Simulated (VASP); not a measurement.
# CsTl (P6_3mc) in VASP: a series of runs

The runs below take CsTl through single point, relaxation of cell and atoms, with PBE.

Everything below comes from runs of VASP 6.6.1. Logs are shortened: lines on timing, memory, paths and dates and some standing lists are left out, and cuts for length are marked.

**1. The cell of the first run**

Symmetry: P6_3mc, No. 186, hexagonal system. The conventional cell has a = 4.265 Å, b = 4.265 Å, c = 13.581 Å, α = 90.00°, β = 90.00°, γ = 120.00°. Within 4.9 Å of Cs (site symmetry 3m) lie 4 Tl at 3.76 to 3.90 Å and 6 Cs at 4.27 Å. Within 4.9 Å of Tl (site symmetry 3m) lie 4 Cs at 3.76 to 3.90 Å and 6 Tl at 4.27 Å.

**2. Single point, PBE**

INCAR

```
  PREC = Accurate
  ENCUT = 520
  EDIFF = 1E-7
  ISMEAR = 0
  SIGMA = 0.1
  LREAL = False
  LASPH = True
  NELM = 80
  ALGO = Normal
  ISIF = 2
  LWAVE = False
  LCHARG = True
  GGA = PE
  LELF = True
  LVHAR = True
  NBANDS = 30
```

KPOINTS

```
regular mesh
0
Gamma
  6 6 2
```

POSCAR

```
CsTl
1.0
    4.2654526834      0.0000000000      0.0000000000
   -2.1327263417      3.6939903825      0.0000000000
    0.0000000000      0.0000000000     13.5813381241
Cs Tl
2 2
Direct
    0.3333333333      0.6666666667      0.0524810847
    0.6666666667      0.3333333333      0.5524810847
    0.3333333333      0.6666666667      0.3296189153
    0.6666666667      0.3333333333      0.8296189153
```

Potentials or basis: VASP PAW PBE potentials, release 64 (Cs_sv, Tl_d).

Started as:

```console
$ cat potpaw_PBE.64/Cs_sv/POTCAR potpaw_PBE.64/Tl_d/POTCAR > POTCAR
$ mpirun -np 1 vasp_std > vasp.out
```

OUTCAR:

```text
PREC = Accurate
   ENCUT = 520
   EDIFF = 1E-7
   ISMEAR = 0
   LREAL = False
   LASPH = True
   NELM = 80
   ISIF = 2
   GGA = PE

 ion  position               nearest neighbor table
   1  0.333  0.667  0.052-
   2  0.667  0.333  0.552-
   3  0.333  0.667  0.330-
   4  0.667  0.333  0.830-

  LATTYP: Found a hexagonal cell.
 ALAT       =     4.2654526834
 C/A-ratio  =     3.1840320670

  Lattice vectors:

 A1 = (   4.2654526834,   0.0000000000,   0.0000000000)
 A2 = (  -2.1327263417,   3.6939903825,   0.0000000000)
 A3 = (   0.0000000000,   0.0000000000,  13.5813381241)

Analysis of symmetry for initial positions (statically):
=====================================================================
 Subroutine PRICEL returns:
 Original cell was already a primitive cell.

 Routine SETGRP: Setting up the symmetry group for a
 hexagonal supercell.

 Subroutine GETGRP returns: Found 12 space group operations
 (whereof  6 operations were pure point group operations)
 out of a pool of 24 trial point group operations.

The static configuration has the point symmetry C_3v.
 The point group associated with its full space group is C_6v.

Analysis of symmetry for dynamics (positions and initial velocities):
=====================================================================
 Subroutine PRICEL returns:
 Original cell was already a primitive cell.

 Routine SETGRP: Setting up the symmetry group for a
 hexagonal supercell.

 Subroutine GETGRP returns: Found 12 space group operations
 (whereof  6 operations were pure point group operations)
 out of a pool of 24 trial point group operations.

The dynamic configuration has the point symmetry C_3v.
 The point group associated with its full space group is C_6v.

 Subroutine INISYM returns: Found 12 space group operations
 (whereof  6 operations are pure point group operations),
 and found     1 'primitive' translations

----------------------------------------------------------------------------------------

                                     Primitive cell

  volume of cell :     213.9949

  direct lattice vectors                    reciprocal lattice vectors
     4.265452683  0.000000000  0.000000000     0.234441705  0.135354982  0.000000000
    -2.132726342  3.693990383  0.000000000     0.000000000  0.270709963  0.000000000
     0.000000000  0.000000000 13.581338124     0.000000000  0.000000000  0.073630447

  length of vectors
     4.265452683  4.265452683 13.581338124     0.270709963  0.270709963  0.073630447

  position of ions in fractional coordinates (direct lattice)
     0.333333333  0.666666667  0.052481085
     0.666666667  0.333333333  0.552481085
     0.333333333  0.666666667  0.329618915
     0.666666667  0.333333333  0.829618915

  ion indices of the primitive-cell ions
   primitive index   ion index
                 1           1
                 2           2
                 3           3
                 4           4

----------------------------------------------------------------------------------------

 KPOINTS: regular mesh

Automatic generation of k-mesh.
 Grid dimensions read from file:
 generate k-points for:    6    6    2

 Generating k-lattice:

  Cartesian coordinates                     Fractional coordinates (reciprocal lattice)
     0.039073618  0.022559164  0.000000000     0.166666667  0.000000000  0.000000000
     0.000000000  0.045118327  0.000000000     0.000000000  0.166666667  0.000000000
     0.000000000  0.000000000  0.036815224     0.000000000  0.000000000  0.500000000

  Length of vectors
     0.045118327  0.045118327  0.036815224

  Shift w.r.t. Gamma in fractional coordinates (k-lattice)
     0.000000000  0.000000000  0.000000000

 Subroutine IBZKPT returns following result:
 ===========================================

 Found     14 irreducible k-points:

 Following reciprocal coordinates:
            Coordinates               Weight
  0.000000  0.000000  0.000000      1.000000
  0.166667 -0.000000  0.000000      6.000000
  0.333333  0.000000  0.000000      6.000000
  0.500000 -0.000000  0.000000      3.000000
  0.166667  0.166667  0.000000      6.000000
  0.333333  0.166667  0.000000     12.000000
  0.333333  0.333333  0.000000      2.000000
  0.000000  0.000000  0.500000      1.000000
  0.166667 -0.000000  0.500000      6.000000
  0.333333  0.000000  0.500000      6.000000
  0.500000 -0.000000  0.500000      3.000000
  0.166667  0.166667  0.500000      6.000000
  0.333333  0.166667  0.500000     12.000000
  0.333333  0.333333  0.500000      2.000000
   k-points           NKPTS =     14   k-points in BZ     NKDIM =     14   number of bands    NBANDS=     30
   number of dos      NEDOS =    301   number of ions     NIONS =      4
   total plane-waves  NPLWV = 110592
   dimension x,y,z NGX =    32 NGY =   32 NGZ =  108
   dimension x,y,z NGXF=    64 NGYF=   64 NGZF=  216
   ions per type =               2   2
   NGX,Y,Z   is equivalent  to a cutoff of  12.47, 12.47, 13.22 a.u.
   NGXF,Y,Z  is equivalent  to a cutoff of  24.94, 24.94, 26.44 a.u.
 SYSTEM =  unknown system
   PREC   = accura    normal or accurate (medium, high low for compatibility)
   ISTART =      0    job   : 0-new  1-cont  2-samecut
   ICHARG =      2    charge: 1-file 2-atom 10-const
   ISPIN  =      1    spin polarized calculation?
   LNONCOLLINEAR =      F non collinear calculations
   LSORBIT =      F    spin-orbit coupling
   LASPH  =      T    aspherical Exc in radial PAW
   ENCUT  =  520.0 eV  38.22 Ry    6.18 a.u.   7.93  7.93 25.25*2*pi/ulx,y,z
   NELM   =     80;   NELMIN=  2; NELMDL= -5     # of ELM steps
   EDIFF  = 0.1E-06   stopping-criterion for ELM
   LREAL  =      F    real-space projection
   EDIFFG = 0.1E-05   stopping-criterion for IOM
   NSW    =      0    number of steps for IOM
   IBRION =     -1    ionic relax: 0-MD 1-quasi-New 2-CG
   NFREE  =      0    steps in history (QN), initial steepest desc. (CG)
   ISIF   =      2    stress and relaxation
   ISYM   =      2    0-nonsym 1-usesym 2-fastsym
   POTIM  = 0.5000    time-step for ionic-motion
   TEBEG  =    0.0;   TEEND  =   0.0 temperature during run
   PSTRESS=    0.0 pullay stress
   NELECT =      44.0000    total number of electrons
   NUPDOWN=      -1.0000    fix difference up-down
   EMIN   =  10.00;   EMAX   =-10.00  energy-range for DOS
   EFERMI =   0.00;   METHOD = LEGACY
   ISMEAR =     0;   SIGMA  =   0.10  broadening in eV -4-tet -1-fermi 0-gaus
   EFERMI_NEDOS =   21; number of points for ismear=-14 and -15
   IALGO  =     38    algorithm
   IMIX   =      4    mixing-type and parameters
     AMIX     =   0.40;   BMIX     =  1.00
     AMIX_MAG =   1.60;   BMIX_MAG =  1.00
  volume/ion in A,a.u.               =      53.50       361.03
  Fermi-wavevector in a.u.,A,eV,Ry     =   0.966254  1.825955 12.703032  0.933647
  Thomas-Fermi vector in A             =   2.096040
   LORBIT       =      0    0 simple, 1 ext, 2 COOP (PROOUT), +10 PAW based schemes
   GGA     = PE    functional components
   LHFCALC =     F    Hartree Fock is set to
   AEXX    =    0.0000 exact exchange contribution
   IVDW    =     0    specifies the selected vdW correction
   LEPSILON=     F    determine dielectric tensor
   LRPA    =     F    only Hartree local field effects (RPA)
 non-spin polarized calculation
 Gauss-broadening in eV      SIGMA  =   0.10
  energy-cutoff  :      520.00
  volume of cell :      213.99
 maximum number of plane-waves:      5838
 NGX is ok and might be reduce to    32
   NGX = 15   NGY = 15   NGZ = 51

 number of electron      44.0000003 magnetization

 Free energy of the ion-electron system (eV)
  ---------------------------------------------------
  ext. energy  EPLUGINS =         0.00000000
  ---------------------------------------------------
  free energy    TOTEN  =        -5.25737674 eV

  energy without entropy =       -5.23731986  energy(sigma->0) =       -5.24734830

 E-fermi :   2.5908     XC(G=0):  -7.5552

 val. band max:        2.5824171907   @ k =   0.1667   0.1667   0.0000
 cond. band min:       2.5939710368   @ k =   0.3333   0.3333   0.0000
 fundamental gap:      0.0115538461
 Fermi energy:         2.5908049215

 k-point     1 :       0.0000    0.0000    0.0000
  band No.  band energies     occupation
      1     -21.0252      2.00000
      2     -21.0246      2.00000
      3      -9.1687      2.00000
      4      -9.1392      2.00000
      5      -9.0576      2.00000
      6      -9.0576      2.00000
[... 22 lines left out ...]
     29       6.7729      0.00000
     30       6.7729      0.00000

 k-point     2 :       0.1667   -0.0000    0.0000
  band No.  band energies     occupation
      1     -21.0011      2.00000
      2     -21.0006      2.00000
      3      -9.1592      2.00000
      4      -9.1333      2.00000
      5      -9.0725      2.00000
      6      -9.0675      2.00000
[... 22 lines left out ...]
     29       5.8742      0.00000
     30       5.9468      0.00000

 k-point     3 :       0.3333    0.0000    0.0000
  band No.  band energies     occupation
      1     -20.9522      2.00000
      2     -20.9518      2.00000
      3      -9.1452      2.00000
      4      -9.1335      2.00000
      5      -9.0955      2.00000
      6      -9.0921      2.00000
[... 22 lines left out ...]
     29       5.2850      0.00000
     30       5.7459      0.00000

 k-point     4 :       0.5000   -0.0000    0.0000
  band No.  band energies     occupation
      1     -20.9273      2.00000
      2     -20.9271      2.00000
      3      -9.1477      2.00000
      4      -9.1370      2.00000
      5      -9.1064      2.00000
      6      -9.0991      2.00000
[... 286 lines left out ...]
     29       5.1147      0.00000
     30       5.1147      0.00000

 k-point    13 :       0.3333    0.1667    0.5000
  band No.  band energies     occupation
      1     -20.9272      2.00000
      2     -20.9272      2.00000
      3      -9.1298      2.00000
      4      -9.1298      2.00000
      5      -9.1025      2.00000
      6      -9.1025      2.00000
[... 22 lines left out ...]
     29       5.2264      0.00000
     30       5.2264      0.00000

 k-point    14 :       0.3333    0.3333    0.5000
  band No.  band energies     occupation
      1     -20.9148      2.00000
      2     -20.9148      2.00000
      3      -9.1234      2.00000
      4      -9.1234      2.00000
      5      -9.0961      2.00000
      6      -9.0961      2.00000
[... 22 lines left out ...]
     29       5.0327      0.00000
     30       5.0327      0.00000

------------------------ aborting loop because EDIFF is reached ----------------------------------------

  FORCE on cell =-STRESS in cart. coord.  units (eV):
  Direction    XX          YY          ZZ          XY          YZ          ZX
  --------------------------------------------------------------------------------------
  -------------------------------------------------------------------------------------
  Total        0.0250764      0.0250764     -0.0183232      0.0000000      0.0000000      0.0000000
  in kB        0.1877467      0.1877467     -0.1371854      0.0000000      0.0000000      0.0000000
  external PRESSURE =       0.0794360 kB  Pullay stress =       0.0000000 kB

 VOLUME and BASIS-vectors are now :
 -----------------------------------------------------------------------------
  energy-cutoff  :      520.00
  volume of cell :      213.99
      direct lattice vectors                 reciprocal lattice vectors
     4.265452683  0.000000000  0.000000000     0.234441705  0.135354982  0.000000000
    -2.132726342  3.693990383  0.000000000     0.000000000  0.270709963  0.000000000
     0.000000000  0.000000000 13.581338124     0.000000000  0.000000000  0.073630447

 POSITION                                       TOTAL-FORCE (eV/Angst)
 -----------------------------------------------------------------------------------
     -0.00000      2.46266      0.71276        -0.000000     -0.000000      0.002980
      2.13273      1.23133      7.50343         0.000000      0.000000      0.002980
     -0.00000      2.46266      4.47667        -0.000000      0.000000     -0.002980
      2.13273      1.23133     11.26734         0.000000     -0.000000     -0.002980
 -----------------------------------------------------------------------------------
    total drift:                               -0.000000      0.000000     -0.000386

  FREE ENERGIE OF THE ION-ELECTRON SYSTEM (eV)
  ---------------------------------------------------
  free  energy   TOTEN  =        -5.2573767424 eV

  energy  without entropy=       -5.2373198644  energy(sigma->0) =       -5.24734830
```

Run time: 2.2 min. Hardware: 1 thread of Oxide Virtual Turin-like, shared host; peak memory 0.31 GiB.

Results:

```yaml
Free_energy: -5.2574 eV
Pressure: 0.0 GPa
Band_gap_on_the_k_mesh: zero (bands 22 and 23 overlap by 0.07 eV)
```

Forces on the atoms (eV/Å):
```
Cs   0.000  0.000  0.003
Cs   0.000  0.000  0.003
Tl   0.000  0.000 -0.003
Tl   0.000  0.000 -0.003
```

Caveat: spin-orbit coupling is left out, which moves the levels of the heavy elements.

(Continued in part 2 of 2.)

The gap in the log of VASP goes by the Fermi energy; the results here count the filled bands.